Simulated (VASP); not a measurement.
Cd2S: single point with LDA

Cd2S:

```
CELL_PARAMETERS angstrom
3.28300 0.00000 0.00000
-1.64150 2.84316 0.00000
0.00000 0.00000 5.74766
ATOMIC_POSITIONS crystal
Cd 0.66667 0.33333 0.60122
Cd 0.33333 0.66667 0.93765
S 0.33333 0.66667 0.33829
```

* Program: VASP 6.6.1
* Task: single point
* Functional: LDA
* Potentials or basis: VASP PAW LDA potentials, release 64 (Cd_sv_GW, S)
* Cutoff: 630 eV
* k mesh: 10 × 10 × 6
* Occupations: fermi-dirac, width 0.1 eV
* Spin: no spin polarisation
* Dipole correction: no
* Further INCAR settings: ALGO = Normal; EDIFF = 1e-06; NBANDS = 30

```yaml
Pressure: 20.0 GPa
Largest_force: 0.043 eV/Å
Band_gap_on_the_k_mesh: zero (bands 23 and 24 overlap by 0.81 eV)
```

Forces on the atoms (eV/Å):
```
Cd   0.000  0.000 -0.015
Cd   0.000  0.000  0.043
S    0.000  0.000 -0.028
```

Stress tensor (GPa, compression positive):
```
19.95  0.00  0.00
 0.00 19.95  0.00
 0.00  0.00 20.15
```

Levels at points of the mesh, in eV from the Fermi level:
| k point | band 19 | band 20 | band 21 | band 22 | band 23 | band 24 | band 25 | band 26 | band 27 | band 28 |
| --- | --- | --- | --- | --- | --- | --- | --- | --- | --- | --- |
| (0.00, 0.00, 0.00) | -8.47 | -7.15 | -6.24 | 0.15 | 0.15 | 4.47 | 5.57 | 8.94 | 8.94 | 9.20 |
| (0.50, 0.00, 0.00) | -8.07 | -5.91 | -4.12 | -1.84 | -1.32 | -0.61 | 2.08 | 5.51 | 7.24 | 7.90 |
| (0.00, 0.00, 0.50) | -8.49 | -8.49 | -2.60 | 0.19 | 0.19 | 0.61 | 5.98 | 8.66 | 8.66 | 10.06 |
| (0.50, 0.00, 0.50) | -8.32 | -5.39 | -4.52 | -2.77 | -0.98 | 1.11 | 3.65 | 5.13 | 5.31 | 6.33 |

It took 83 s on 1 thread of Intel(R) Xeon(R) Platinum 8559C (Emerald Rapids), on a shared host, peak memory 0.27 GiB.

Caveat: the cell stands under pressure.
